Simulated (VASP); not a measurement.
# LiCl (I-4m2) in VASP: single point with HSE06

Aim: the single point of LiCl with HSE06.

Program: VASP 6.6.1. These are calculated values, not measurements. Logs are shortened: lines on timing, memory, paths and dates and some standing lists are left out, and cuts for length are marked.

## Step 1: The cell of the first run

It takes space group I-4m2 (No. 119, tetragonal). The conventional cell has a = 3.865 Å, b = 3.865 Å, c = 5.321 Å, α = 90.00°, β = 90.00°, γ = 90.00°. Li (site symmetry -4m2) has 4 Cl at 2.35 Å within 3.1 Å. Within 3.1 Å of Cl (site symmetry -4m2) lie 4 Li at 2.35 Å.

## Step 2: Single point, HSE06 (uniaxial x strain -2.7%)

The input, POSCAR:

```
LiCl
1.0
    0.0000000000      2.7330425439      2.7330425439
    2.6603436122      0.0000000000      2.7330425439
    2.6603436122      2.7330425439      0.0000000000
Li Cl
1 1
Direct
    0.0000000000      0.0000000000      0.0000000000
    0.2500000000      0.2500000000      0.2500000000
```

The input, INCAR.step1:

```
SYSTEM = LiCl
  ALGO = Normal
  EDIFF = 1E-5
  ENCUT = 520
  GGA = PE
  ISIF = 2
  ISMEAR = 0
  LASPH = .True.
  LCHARG = .False.
  LREAL = .False.
  LWAVE = .True.
  NBANDS = 12
  NELM = 100
  PREC = Accurate
  SIGMA = 0.01
```

The input, INCAR.step2:

```
SYSTEM = LiCl
  ALGO = Normal
  EDIFF = 1E-6
  ENCUT = 520
  GGA = PE
  HFSCREEN = 0.2079
  ISIF = 2
  ISMEAR = 0
  ISTART = 1
  LASPH = .True.
  LCHARG = .False.
  LHFCALC = .True.
  LREAL = .False.
  LWAVE = .False.
  NBANDS = 12
  NELM = 100
  PREC = Accurate
  PRECFOCK = Normal
  SIGMA = 0.01
```

The input, KPOINTS:

```
k-points
0
Gamma
  6 6 6
  0 0 0
```

Potentials or basis: VASP PAW PBE potentials, release 64 (Li_sv, Cl).

Started as:

```sh
> cat potpaw_PBE.64/Li_sv/POTCAR potpaw_PBE.64/Cl/POTCAR > POTCAR
> cp INCAR.step1 INCAR
> mpirun -np 1 vasp_std > vasp.out
> cp INCAR.step2 INCAR
> mpirun -np 1 vasp_std > vasp.out
```

OUTCAR:

```text
SYSTEM = LiCl
   EDIFF = 1E-6
   ENCUT = 520
   GGA = PE
   HFSCREEN = 0.2079
   ISIF = 2
   ISMEAR = 0
   ISTART = 1
   LASPH = .True.
   LHFCALC = .True.
   LREAL = .False.
   NELM = 100
   PREC = Accurate
   PRECFOCK = Normal

 ion  position               nearest neighbor table
   1  0.000  0.000  0.000-   2 2.35   2 2.35   2 2.35   2 2.35
   2  0.250  0.250  0.250-   1 2.35   1 2.35   1 2.35   1 2.35

  LATTYP: Found a body centered tetragonal cell.
 ALAT       =     3.8651058321
 C/A-ratio  =     1.3765954816

  Lattice vectors:

 A1 = (  -2.6603436122,   0.0000000000,  -2.7330425439)
 A2 = (  -2.6603436122,   0.0000000000,   2.7330425439)
 A3 = (   2.6603436122,   2.7330425439,   0.0000000000)

Analysis of symmetry for initial positions (statically):
=====================================================================
 Subroutine PRICEL returns:
 Original cell was already a primitive cell.

 Routine SETGRP: Setting up the symmetry group for a
 body centered tetragonal supercell.

 Subroutine GETGRP returns: Found  8 space group operations
 (whereof  8 operations were pure point group operations)
 out of a pool of 16 trial point group operations.

The static configuration has the point symmetry D_2d.

Analysis of symmetry for dynamics (positions and initial velocities):
=====================================================================
 Subroutine PRICEL returns:
 Original cell was already a primitive cell.

 Routine SETGRP: Setting up the symmetry group for a
 body centered tetragonal supercell.

 Subroutine GETGRP returns: Found  8 space group operations
 (whereof  8 operations were pure point group operations)
 out of a pool of 16 trial point group operations.

The dynamic configuration has the point symmetry D_2d.

 Subroutine INISYM returns: Found  8 space group operations
 (whereof  8 operations are pure point group operations),
 and found     1 'primitive' translations

----------------------------------------------------------------------------------------

                                     Primitive cell

  volume of cell :      39.7430

  direct lattice vectors                    reciprocal lattice vectors
     0.000000000  2.733042544  2.733042544    -0.187945646  0.182946292  0.182946292
     2.660343612  0.000000000  2.733042544     0.187945646 -0.182946292  0.182946292
     2.660343612  2.733042544  0.000000000     0.187945646  0.182946292 -0.182946292

  length of vectors
[... 100 lines left out ...]
   IMIX   =      1    mixing-type and parameters
     AMIX     =   0.40;   BMIX     =  1.00
     AMIX_MAG =   1.60;   BMIX_MAG =  1.00
  volume/ion in A,a.u.               =      19.87       134.10
  Fermi-wavevector in a.u.,A,eV,Ry     =   1.033526  1.953081 14.533411  1.068176
  Thomas-Fermi vector in A             =   2.167777
   LORBIT       =      0    0 simple, 1 ext, 2 COOP (PROOUT), +10 PAW based schemes
   GGA     = PE    functional components
   LHFCALC =     T    Hartree Fock is set to
   PRECFOCK=normal    Normal, Fast or Accurate (Low or Medium for compatibility)
   ENCUT4O =  -1.0   cutoff for four orbital integrals eV
   NKREDX  =     1    reduce k-point grid by
   NKREDY  =     1    reduce k-point grid by
   NKREDZ  =     1    reduce k-point grid by
   AEXX    =    0.2500 exact exchange contribution
   HFSCREEN=    0.2079 screening length (either q_TF or 0.3 A-1)
   HFSCREENC=   0.2079 screening length for correlation (either q_TF or 0.3 A-1)
   ENCUTFOCK=  -1.0 apply spherical cutoff to Coloumb kernel
   IVDW    =     0    specifies the selected vdW correction
   LEPSILON=     F    determine dielectric tensor
   LRPA    =     F    only Hartree local field effects (RPA)
 non-spin polarized calculation
 Gauss-broadening in eV      SIGMA  =   0.01
  energy-cutoff  :      520.00
  volume of cell :       39.74
 maximum number of plane-waves:      1086
 NGX is ok and might be reduce to    30
  NGX = 24; NGY = 24; NGZ = 24

 number of electron       9.9999995 magnetization

 Free energy of the ion-electron system (eV)
  ---------------------------------------------------
  ext. energy  EPLUGINS =         0.00000000
  ---------------------------------------------------
  free energy    TOTEN  =        -8.48913194 eV

  energy without entropy =       -8.48913194  energy(sigma->0) =       -8.48913194

 E-fermi :  -1.7877     XC(G=0):  -6.5531

 val. band max:       -1.9469223779   @ k =   0.0000   0.0000   0.0000
 cond. band min:       5.5054303804   @ k =   0.0000   0.0000   0.0000
 fundamental gap:      7.4523527584
 Fermi energy:        -1.7877246611

 k-point     1 :       0.0000    0.0000    0.0000
  band No.  band energies     occupation
      1     -47.4641      2.00000
      2     -15.9835      2.00000
      3      -1.9957      2.00000
      4      -1.9957      2.00000
      5      -1.9469      2.00000
      6       5.5054      0.00000
      7       9.7750      0.00000
      8       9.7750      0.00000
      9       9.8167      0.00000
     10      14.1088      0.00000
     11      14.5559      0.00000
     12      17.2564      0.00000
[... 331 lines left out ...]
 k-point    24 :       0.3333   -0.3333    0.1667
  band No.  band energies     occupation
      1     -47.4616      2.00000
      2     -15.5561      2.00000
      3      -3.7936      2.00000
      4      -3.1318      2.00000
      5      -2.7116      2.00000
      6       7.9470      0.00000
      7       9.4111      0.00000
      8      11.3873      0.00000
      9      11.8001      0.00000
     10      13.2770      0.00000
     11      15.8480      0.00000
     12      16.5905      0.00000

 [... further k-points ...]

------------------------ aborting loop because EDIFF is reached ----------------------------------------

  FORCE on cell =-STRESS in cart. coord.  units (eV):
  Direction    XX          YY          ZZ          XY          YZ          ZX
  --------------------------------------------------------------------------------------
  -------------------------------------------------------------------------------------
  Total        0.2601559      0.2026023      0.2026023      0.0000000      0.0000000      0.0000000
  in kB       10.4877862      8.1676015      8.1676015      0.0000000      0.0000000      0.0000000
  external PRESSURE =       8.9409964 kB  Pullay stress =       0.0000000 kB

 VOLUME and BASIS-vectors are now :
 -----------------------------------------------------------------------------
  energy-cutoff  :      520.00
  volume of cell :       39.74
      direct lattice vectors                 reciprocal lattice vectors
     0.000000000  2.733042544  2.733042544    -0.187945646  0.182946292  0.182946292
     2.660343612  0.000000000  2.733042544     0.187945646 -0.182946292  0.182946292
     2.660343612  2.733042544  0.000000000     0.187945646  0.182946292 -0.182946292

 POSITION                                       TOTAL-FORCE (eV/Angst)
 -----------------------------------------------------------------------------------
      0.00000      0.00000      0.00000         0.000000      0.000000      0.000000
      1.33017      1.36652      1.36652        -0.000000     -0.000000     -0.000000
 -----------------------------------------------------------------------------------
    total drift:                               -0.000003      0.000000      0.000000

  FREE ENERGIE OF THE ION-ELECTRON SYSTEM (eV)
  ---------------------------------------------------
  free  energy   TOTEN  =        -8.4891319350 eV

  energy  without entropy=       -8.4891319350  energy(sigma->0) =       -8.48913194
```

OSZICAR.step1:

```text
N       E                     dE             d eps       ncg     rms          rms(c)
DAV:   1     0.457536519098E+02    0.45754E+02   -0.40830E+03   720   0.771E+02
DAV:   2    -0.443008526580E+01   -0.50184E+02   -0.48460E+02   876   0.145E+02
DAV:   3    -0.742777089594E+01   -0.29977E+01   -0.29896E+01   936   0.383E+01
DAV:   4    -0.752824788521E+01   -0.10048E+00   -0.10045E+00  1140   0.690E+00
DAV:   5    -0.752883198415E+01   -0.58410E-03   -0.58409E-03   936   0.583E-01    0.232E+00
DAV:   6    -0.740359632743E+01    0.12524E+00   -0.27314E-01   844   0.224E+00    0.173E+00
DAV:   7    -0.740597981534E+01   -0.23835E-02   -0.78384E-02   884   0.134E+00    0.102E+00
DAV:   8    -0.741688074965E+01   -0.10901E-01   -0.14042E-02   852   0.722E-01    0.196E-01
DAV:   9    -0.741692738157E+01   -0.46632E-04   -0.23252E-04  1008   0.104E-01    0.102E-01
DAV:  10    -0.741730604796E+01   -0.37867E-03   -0.59500E-04   856   0.134E-01    0.448E-02
DAV:  11    -0.741730392995E+01    0.21180E-05   -0.14192E-05  1056   0.232E-02
   1 F= -.74173039E+01 E0= -.74173039E+01  d E =0.000000E+00
```

Wall time 14 min (1 thread of Intel Xeon Platinum 8375C at 2.90GHz (Ice Lake), shared host); peak memory 0.28 GiB.

Results:

* Free energy: -8.4891 eV
* Band gap on the k mesh: 7.45 eV

Caveat: the cell differs from its parent crystal (uniaxial x strain -2.7%); the cutoff is under 1.25 times the usual one of these potentials, so pressure, stress and relaxed cells hold a basis-set (Pulay) error; the structure was generated, so it needn't be the stable form of LiCl; the PAW data sets were made with another functional, which shifts forces and pressure a little. A k mesh can miss the band edges.
